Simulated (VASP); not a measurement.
# ScAl3 (Amm2) in VASP: notebook

Runs on ScAl3. Level: PBE. Tasks: single point.

All numbers are computed with VASP 6.6.1; they aren't measurements. Logs are shortened: lines on timing, memory, paths and dates and some standing lists are left out, and cuts for length are marked.

## (1) The cell of the first run

The structure is orthorhombic, space group Amm2 (No. 38). The conventional cell has a = 4.105 Å, b = 5.806 Å, c = 5.806 Å, α = 90.00°, β = 90.00°, γ = 90.00°. Within 3.4 Å of Sc (site symmetry mm2) lie 12 Al at 2.60 to 3.20 Å. Al (site symmetry m) has 4 Sc at 2.77 to 3.06 Å and 8 Al at 2.90 Å within 3.6 Å. Within 3.4 Å of Al (site symmetry mm2) lie 4 Sc at 2.60 to 3.20 Å and 8 Al at 2.90 Å.

## (2) Single point, PBE (all Al atoms moved -0.300 Å, as atom 2 along Cartesian [1 1 0])

INCAR

```
SYSTEM = ScAl3
PREC = Accurate
ENCUT = 520
EDIFF = 1E-7
ISMEAR = 0
SIGMA = 0.15
LREAL = .False.
LASPH = .True.
NELM = 100
ALGO = Fast
ISIF = 2
LWAVE = .False.
LCHARG = .False.
GGA = PE
NBANDS = 18
```

KPOINTS

```
Automatic mesh
0
Gamma
  12 12 12
  0 0 0
```

POSCAR

```
ScAl3
1.0
    4.1053305968      0.0000000000      0.0000000000
    0.0000000000      4.1053305968      0.0000000000
    0.0000000000      0.0000000000      4.1053305968
Sc Al
1 3
Direct
    0.0000000000      0.0000000000      0.0000000000
    0.4483276610     -0.0516723390      0.5000000000
   -0.0516723390      0.4483276610      0.5000000000
    0.4483276610      0.4483276610      0.0000000000
```

Potentials or basis: VASP PAW PBE potentials, release 64 (Sc_sv, Al).

Command:

```bash
$ cat potpaw_PBE.64/Sc_sv/POTCAR potpaw_PBE.64/Al/POTCAR > POTCAR
$ mpirun -np 1 vasp_std > vasp.out
```

OUTCAR:

```text
SYSTEM = ScAl3
   PREC = Accurate
   ENCUT = 520
   EDIFF = 1E-7
   ISMEAR = 0
   LREAL = .False.
   LASPH = .True.
   NELM = 100
   ISIF = 2
   GGA = PE

 ion  position               nearest neighbor table
   1  0.000  0.000  0.000-   4 2.60   3 2.77   2 2.77   2 2.77   3 2.77   4 2.92   4 2.92   3 3.06
                             2 3.06   3 3.06   2 3.06   4 3.20
   2  0.448  0.948  0.500-   1 2.77   1 2.77   4 2.90   3 2.90   4 2.90   3 2.90   4 2.90   4 2.90
                             3 2.90   3 2.90   1 3.06   1 3.06
   3  0.948  0.448  0.500-   1 2.77   1 2.77   4 2.90   2 2.90   4 2.90   2 2.90   2 2.90   4 2.90
                             4 2.90   2 2.90   1 3.06   1 3.06
   4  0.448  0.448  0.000-   1 2.60   2 2.90   3 2.90   2 2.90   3 2.90   2 2.90   2 2.90   3 2.90
                             3 2.90   1 2.92   1 2.92   1 3.20

  LATTYP: Found a simple cubic cell.
 ALAT       =     4.1053305968

  Lattice vectors:

 A1 = (   4.1053305968,   0.0000000000,   0.0000000000)
 A2 = (   0.0000000000,   4.1053305968,   0.0000000000)
 A3 = (   0.0000000000,   0.0000000000,   4.1053305968)

Analysis of symmetry for initial positions (statically):
=====================================================================
 Subroutine PRICEL returns:
 Original cell was already a primitive cell.

 Routine SETGRP: Setting up the symmetry group for a
 simple cubic supercell.

 Subroutine GETGRP returns: Found  4 space group operations
 (whereof  4 operations were pure point group operations)
 out of a pool of 48 trial point group operations.

The static configuration has the point symmetry C_2v.

Analysis of symmetry for dynamics (positions and initial velocities):
=====================================================================
 Subroutine PRICEL returns:
 Original cell was already a primitive cell.

 Routine SETGRP: Setting up the symmetry group for a
 simple cubic supercell.

 Subroutine GETGRP returns: Found  4 space group operations
 (whereof  4 operations were pure point group operations)
 out of a pool of 48 trial point group operations.

The dynamic configuration has the point symmetry C_2v.

 Subroutine INISYM returns: Found  4 space group operations
 (whereof  4 operations are pure point group operations),
 and found     1 'primitive' translations

----------------------------------------------------------------------------------------

                                     Primitive cell

  volume of cell :      69.1902

  direct lattice vectors                    reciprocal lattice vectors
     4.105330597  0.000000000  0.000000000     0.243585742  0.000000000  0.000000000
     0.000000000  4.105330597  0.000000000     0.000000000  0.243585742  0.000000000
     0.000000000  0.000000000  4.105330597     0.000000000  0.000000000  0.243585742

  length of vectors
     4.105330597  4.105330597  4.105330597     0.243585742  0.243585742  0.243585742

  position of ions in fractional coordinates (direct lattice)
     0.000000000  0.000000000  0.000000000
     0.448327661  0.948327661  0.500000000
     0.948327661  0.448327661  0.500000000
     0.448327661  0.448327661  0.000000000

  ion indices of the primitive-cell ions
   primitive index   ion index
                 1           1
                 2           2
                 3           3
                 4           4

----------------------------------------------------------------------------------------

 KPOINTS: Automatic mesh

Automatic generation of k-mesh.
 Grid dimensions read from file:
 generate k-points for:   12   12   12

 Generating k-lattice:

  Cartesian coordinates                     Fractional coordinates (reciprocal lattice)
     0.020298812  0.000000000  0.000000000     0.083333333  0.000000000  0.000000000
     0.000000000  0.020298812  0.000000000     0.000000000  0.083333333  0.000000000
     0.000000000  0.000000000  0.020298812     0.000000000  0.000000000  0.083333333

  Length of vectors
     0.020298812  0.020298812  0.020298812

  Shift w.r.t. Gamma in fractional coordinates (k-lattice)
     0.000000000  0.000000000  0.000000000

 Subroutine IBZKPT returns following result:
 ===========================================

 Found    301 irreducible k-points:

 Following reciprocal coordinates:
            Coordinates               Weight
  0.000000  0.000000  0.000000      1.000000
  0.083333  0.000000  0.000000      4.000000
  0.000000  0.000000  0.083333      2.000000
  0.166667  0.000000  0.000000      4.000000
  0.000000  0.000000  0.166667      2.000000
  0.250000  0.000000  0.000000      4.000000
[... 16 lines left out ...]
  0.083333  0.000000  0.250000      8.000000
 -0.083333  0.250000  0.000000      4.000000
 [... further k-points ...]
   k-points           NKPTS =    301   k-points in BZ     NKDIM =    301   number of bands    NBANDS=     18
   number of dos      NEDOS =    301   number of ions     NIONS =      4
   total plane-waves  NPLWV =  32768
   dimension x,y,z NGX =    32 NGY =   32 NGZ =   32
   dimension x,y,z NGXF=    64 NGYF=   64 NGZF=   64
   ions per type =               1   3
   NGX,Y,Z   is equivalent  to a cutoff of  12.96, 12.96, 12.96 a.u.
   NGXF,Y,Z  is equivalent  to a cutoff of  25.92, 25.92, 25.92 a.u.
 SYSTEM =  ScAl3
   PREC   = accura    normal or accurate (medium, high low for compatibility)
   ISTART =      0    job   : 0-new  1-cont  2-samecut
   ICHARG =      2    charge: 1-file 2-atom 10-const
   ISPIN  =      1    spin polarized calculation?
   LNONCOLLINEAR =      F non collinear calculations
   LSORBIT =      F    spin-orbit coupling
   LASPH  =      T    aspherical Exc in radial PAW
   ENCUT  =  520.0 eV  38.22 Ry    6.18 a.u.   7.63  7.63  7.63*2*pi/ulx,y,z
   NELM   =    100;   NELMIN=  2; NELMDL= -5     # of ELM steps
   EDIFF  = 0.1E-06   stopping-criterion for ELM
   LREAL  =      F    real-space projection
   EDIFFG = 0.1E-05   stopping-criterion for IOM
   NSW    =      0    number of steps for IOM
   IBRION =     -1    ionic relax: 0-MD 1-quasi-New 2-CG
   NFREE  =      0    steps in history (QN), initial steepest desc. (CG)
   ISIF   =      2    stress and relaxation
   ISYM   =      2    0-nonsym 1-usesym 2-fastsym
   POTIM  = 0.5000    time-step for ionic-motion
   TEBEG  =    0.0;   TEEND  =   0.0 temperature during run
   PSTRESS=    0.0 pullay stress
   NELECT =      20.0000    total number of electrons
   NUPDOWN=      -1.0000    fix difference up-down
   EMIN   =  10.00;   EMAX   =-10.00  energy-range for DOS
   EFERMI =   0.00;   METHOD = LEGACY
   ISMEAR =     0;   SIGMA  =   0.15  broadening in eV -4-tet -1-fermi 0-gaus
   EFERMI_NEDOS =   21; number of points for ismear=-14 and -15
   IALGO  =     68    algorithm
   IMIX   =      4    mixing-type and parameters
     AMIX     =   0.40;   BMIX     =  1.00
     AMIX_MAG =   1.60;   BMIX_MAG =  1.00
  volume/ion in A,a.u.               =      17.30       116.73
  Fermi-wavevector in a.u.,A,eV,Ry     =   1.082439  2.045513 15.941590  1.171674
  Thomas-Fermi vector in A             =   2.218480
   LORBIT       =      0    0 simple, 1 ext, 2 COOP (PROOUT), +10 PAW based schemes
   GGA     = PE    functional components
   LHFCALC =     F    Hartree Fock is set to
   AEXX    =    0.0000 exact exchange contribution
   IVDW    =     0    specifies the selected vdW correction
   LEPSILON=     F    determine dielectric tensor
   LRPA    =     F    only Hartree local field effects (RPA)
 non-spin polarized calculation
 RMM-DIIS sequential band-by-band and
 Gauss-broadening in eV      SIGMA  =   0.15
  energy-cutoff  :      520.00
  volume of cell :       69.19
 maximum number of plane-waves:      1888
   NGX = 15   NGY = 15   NGZ = 15

 number of electron      19.9999997 magnetization

 Free energy of the ion-electron system (eV)
  ---------------------------------------------------
  ext. energy  EPLUGINS =         0.00000000
  ---------------------------------------------------
  free energy    TOTEN  =       -18.87434667 eV

  energy without entropy =      -18.85861420  energy(sigma->0) =      -18.86648044

 E-fermi :   7.1442     XC(G=0): -10.3545

 val. band max:        7.1229070923   @ k =   0.0000   0.4167   0.2500
 cond. band min:       7.1473349219   @ k =   0.2500   0.0833   0.0000
 fundamental gap:      0.0244278297
 Fermi energy:         7.1441567536

 k-point     1 :       0.0000    0.0000    0.0000
  band No.  band energies     occupation
      1     -41.8190      2.00000
      2     -20.5450      2.00000
      3     -20.5311      2.00000
      4     -20.5209      2.00000
      5      -2.8009      2.00000
      6       4.4743      2.00000
[... 10 lines left out ...]
     17      12.4956      0.00000
     18      12.6636      0.00000

 k-point     2 :       0.0833    0.0000    0.0000
  band No.  band energies     occupation
      1     -41.8189      2.00000
      2     -20.5461      2.00000
      3     -20.5309      2.00000
      4     -20.5218      2.00000
      5      -2.7375      2.00000
      6       3.9282      2.00000
[... 10 lines left out ...]
     17      12.5470      0.00000
     18      12.7676      0.00000

 k-point     3 :       0.0000    0.0000    0.0833
  band No.  band energies     occupation
      1     -41.8189      2.00000
      2     -20.5449      2.00000
      3     -20.5332      2.00000
      4     -20.5207      2.00000
      5      -2.7374      2.00000
      6       3.9275      2.00000
[... 10 lines left out ...]
     17      12.6473      0.00000
     18      12.9697      0.00000

 k-point     4 :       0.1667    0.0000    0.0000
  band No.  band energies     occupation
      1     -41.8187      2.00000
      2     -20.5493      2.00000
      3     -20.5304      2.00000
      4     -20.5237      2.00000
      5      -2.5488      2.00000
      6       3.0071      2.00000
[... 10 lines left out ...]
     17      12.5101      0.00000
     18      12.6774      0.00000

 k-point     5 :       0.0000    0.0000    0.1667
  band No.  band energies     occupation
      1     -41.8187      2.00000
      2     -20.5445      2.00000
      3     -20.5389      2.00000
      4     -20.5203      2.00000
      5      -2.5483      2.00000
      6       3.0081      2.00000
[... 10 lines left out ...]
     17      12.6707      0.00000
     18      12.8648      0.00000

 k-point     6 :       0.2500    0.0000    0.0000
  band No.  band energies     occupation
      1     -41.8184      2.00000
      2     -20.5547      2.00000
      3     -20.5298      2.00000
      4     -20.5254      2.00000
      5      -2.2391      2.00000
      6       2.0522      2.00000
[... 10 lines left out ...]
     17      12.1356      0.00000
     18      12.7564      0.00000

 k-point     7 :       0.0000    0.0000    0.2500
  band No.  band energies     occupation
      1     -41.8184      2.00000
      2     -20.5469      2.00000
      3     -20.5437      2.00000
      4     -20.5196      2.00000
      5      -2.2380      2.00000
      6       2.0553      2.00000
[... 10 lines left out ...]
     17      12.2642      0.00000
     18      13.2503      0.00000

 k-point     8 :       0.3333    0.0000    0.0000
  band No.  band energies     occupation
      1     -41.8181      2.00000
      2     -20.5609      2.00000
      3     -20.5292      2.00000
      4     -20.5262      2.00000
      5      -1.8184      2.00000
      6       1.1463      2.00000
[... 10 lines left out ...]
     17      11.6571      0.00000
     18      12.6428      0.00000
[... 229 lines left out ...]
     17      12.6711      0.00000
     18      12.8381      0.00000

 k-point    20 :      -0.0833    0.1667    0.0000
  band No.  band energies     occupation
      1     -41.8186      2.00000
      2     -20.5497      2.00000
      3     -20.5303      2.00000
      4     -20.5252      2.00000
      5      -2.4864      2.00000
      6       3.0509      2.00000
[... 10 lines left out ...]
     17      12.5896      0.00000
     18      12.6730      0.00000

 k-point    21 :       0.2500    0.0833    0.0000
  band No.  band energies     occupation
      1     -41.8183      2.00000
      2     -20.5552      2.00000
      3     -20.5297      2.00000
      4     -20.5267      2.00000
      5      -2.1781      2.00000
      6       2.1018      2.00000
[... 10 lines left out ...]
     17      12.0793      0.00000
     18      12.9387      0.00000

 k-point    22 :       0.0000    0.2500    0.0833
  band No.  band energies     occupation
      1     -41.8183      2.00000
      2     -20.5545      2.00000
      3     -20.5319      2.00000
      4     -20.5252      2.00000
      5      -2.1780      2.00000
      6       2.1026      2.00000
[... 10 lines left out ...]
     17      12.1785      0.00000
     18      12.7669      0.00000

 k-point    23 :       0.0833    0.0000    0.2500
  band No.  band energies     occupation
      1     -41.8183      2.00000
      2     -20.5467      2.00000
      3     -20.5447      2.00000
      4     -20.5205      2.00000
      5      -2.1770      2.00000
      6       2.1054      2.00000
[... 10 lines left out ...]
     17      12.2838      0.00000
     18      12.9008      0.00000

 k-point    24 :      -0.0833    0.2500    0.0000
  band No.  band energies     occupation
      1     -41.8183      2.00000
      2     -20.5548      2.00000
      3     -20.5297      2.00000
      4     -20.5271      2.00000
      5      -2.1780      2.00000
      6       2.1037      2.00000
[... 10 lines left out ...]
     17      12.0363      0.00000
     18      12.8716      0.00000

 [... further k-points ...]

------------------------ aborting loop because EDIFF is reached ----------------------------------------

  FORCE on cell =-STRESS in cart. coord.  units (eV):
  Direction    XX          YY          ZZ          XY          YZ          ZX
  --------------------------------------------------------------------------------------
  -------------------------------------------------------------------------------------
  Total        1.0482724      1.0482724      0.9055750      0.6911751      0.0000000      0.0000000
  in kB       24.2739423     24.2739423     20.9696224     16.0049475      0.0000000      0.0000000
  external PRESSURE =      23.1725024 kB  Pullay stress =       0.0000000 kB

 VOLUME and BASIS-vectors are now :
 -----------------------------------------------------------------------------
  energy-cutoff  :      520.00
  volume of cell :       69.19
      direct lattice vectors                 reciprocal lattice vectors
     4.105330597  0.000000000  0.000000000     0.243585742  0.000000000  0.000000000
     0.000000000  4.105330597  0.000000000     0.000000000  0.243585742  0.000000000
     0.000000000  0.000000000  4.105330597     0.000000000  0.000000000  0.243585742

 POSITION                                       TOTAL-FORCE (eV/Angst)
 -----------------------------------------------------------------------------------
      0.00000      0.00000      0.00000        -2.087982     -2.087982      0.000000
      1.84053      3.89320      2.05267         0.876513      0.168801      0.000000
      3.89320      1.84053      2.05267         0.168801      0.876513      0.000000
      1.84053      1.84053      0.00000         1.042668      1.042668      0.000000
 -----------------------------------------------------------------------------------
    total drift:                                0.000553      0.000553      0.000000

  FREE ENERGIE OF THE ION-ELECTRON SYSTEM (eV)
  ---------------------------------------------------
  free  energy   TOTEN  =       -18.8743466748 eV

  energy  without entropy=      -18.8586142018  energy(sigma->0) =      -18.86648044
```

Wall time 3.3 min (1 thread of Intel Xeon Platinum 8488C (Sapphire Rapids), shared host); peak memory 0.45 GiB.

What came out:

| Quantity | Value |
| --- | --- |
| Free energy | -18.8743 eV |
| Pressure | 2.3 GPa |
| Largest force | 2.953 eV/Å |
| Band gap on the k mesh | zero (bands 10 and 11 overlap by 3.69 eV) |

Forces on the atoms (eV/Å):
```
Sc  -2.088 -2.088  0.000
Al   0.877  0.169  0.000
Al   0.169  0.877  0.000
Al   1.043  1.043  0.000
```

Caveat: the cell differs from its parent crystal (all Al atoms moved -0.300 Å, as atom 2 along Cartesian [1 1 0]); forces of over 1 eV/Å act on the atoms, so gaps and moduli don't describe the material at rest.

## (3) Single point, PBE (all Al atoms moved +0.225 Å, as atom 2 along Cartesian [1 1 0])

INCAR

```
SYSTEM = ScAl3
ALGO = Fast
EDIFF = 1E-6
ENCUT = 520
GGA = PE
ISIF = 2
ISMEAR = 0
LASPH = .TRUE.
LCHARG = .FALSE.
LREAL = .FALSE.
LWAVE = .FALSE.
NBANDS = 18
NELM = 100
PREC = Accurate
SIGMA = 0.15
```

KPOINTS

```
k-points
0
G
  12 12 12
  0 0 0
```

POSCAR

```
ScAl3
1.0
    4.1053305968      0.0000000000      0.0000000000
    0.0000000000      4.1053305968      0.0000000000
    0.0000000000      0.0000000000      4.1053305968
Sc Al
1 3
Direct
    0.0000000000      0.0000000000      0.0000000000
    0.5387542543      0.0387542543      0.5000000000
    0.0387542543      0.5387542543      0.5000000000
    0.5387542543      0.5387542543      0.0000000000
```

Potentials or basis: VASP PAW PBE potentials, release 64 (Sc_sv, Al).

Command:

```bash
$ cat potpaw_PBE.64/Sc_sv/POTCAR potpaw_PBE.64/Al/POTCAR > POTCAR
$ mpirun -np 1 vasp_std > vasp.out
```

It took 3.3 min on 1 thread of Intel Xeon Platinum 8488C (Sapphire Rapids), shared host; peak memory 0.45 GiB.

It converged, with:

* Free energy: -19.0661 eV
* Pressure: 1.3 GPa
* Largest force: 2.168 eV/Å
* Band gap on the k mesh: zero (bands 10 and 11 overlap by 3.77 eV)

Forces on the atoms (eV/Å):
```
Sc   1.533  1.533  0.000
Al  -0.664 -0.135  0.000
Al  -0.135 -0.664  0.000
Al  -0.734 -0.734  0.000
```

Stress tensor (GPa, compression positive):
```
1.38 0.88 0.00
0.88 1.38 0.00
0.00 0.00 1.22
```

Levels at points of the mesh, in eV from the Fermi level:
```csv
k point,band 7,band 8,band 9,band 10,band 11,band 12,band 13,band 14
"(0.00, 0.00, 0.00)",-2.65,-1.82,-1.78,-1.76,1.23,1.24,1.29,1.32
"(0.50, 0.00, 0.00)",-1.71,-1.69,-1.50,0.77,0.87,1.01,1.30,1.74
"(0.00, 0.00, 0.50)",-1.70,-1.68,-1.47,0.70,0.82,1.00,1.30,1.83
"(0.50, 0.50, 0.00)",-5.62,-4.32,-0.56,-0.56,1.23,1.33,1.93,2.46
"(0.00, 0.50, 0.50)",-5.61,-4.31,-0.53,-0.52,1.04,1.55,1.96,2.44
"(0.50, 0.50, 0.50)",-4.78,-4.40,-2.95,-2.94,-2.91,0.94,2.54,2.58
```

Caveat: the cell differs from its parent crystal (all Al atoms moved +0.225 Å, as atom 2 along Cartesian [1 1 0]); forces of over 1 eV/Å act on the atoms, so gaps and moduli don't describe the material at rest.

(Part 1 of 2 ends here.)

The gap in the log of VASP goes by the Fermi energy; the results here count the filled bands.